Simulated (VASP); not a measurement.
Set up this calculation in VASP 6.6.1, as the native input.

```
Task                   : single point
Functional             : LDA
Potentials or basis    : VASP PAW LDA potentials, release 64 (I)
Cutoff                 : 520 eV
k mesh                 : 14 × 14 × 14
Occupations            : fermi-dirac, width 0.05 eV
Spin                   : no spin polarisation
Dipole correction      : no
Further INCAR settings : ALGO = Normal; EDIFF = 1e-06; NBANDS = 10
```

The structure of I lies in POSCAR:

```
I
1.0
    0.0000000000      1.8359526278      1.8359526278
    1.8359526278      0.0000000000      1.8359526278
    1.8359526278      1.8359526278      0.0000000000
I
1
Direct
    0.0000000000      0.0000000000      0.0000000000
```

This cell differs from its parent crystal: volume scaled by 0.4.

These files were run (other wordings do the same):

INCAR

```
SYSTEM = I
PREC = Accurate
ENCUT = 520
EDIFF = 1E-6
ISMEAR = -1
SIGMA = 0.05
LREAL = .False.
LASPH = .True.
NELM = 60
ALGO = Normal
ISIF = 2
LWAVE = .False.
LCHARG = .False.
GGA = CA
NBANDS = 10
```

KPOINTS

```
Automatic mesh
0
Gamma
  14 14 14
  0 0 0
```

Potentials or basis: VASP PAW LDA potentials, release 64 (I).

Launch:

```bash
$ cat potpaw_LDA.64/I/POTCAR > POTCAR
$ mpirun -np 1 vasp_std > vasp.out
```

Results of the run:

```
Pressure : 315.4 GPa
```

Caveat: an odd number of electrons without spin polarisation forces a metal; a magnetic or distorted state may lie lower.

Run time: 4.2 s on 1 thread of Intel(R) Xeon(R) 6975P-C (Granite Rapids), on a shared host, peak memory 0.12 GiB.
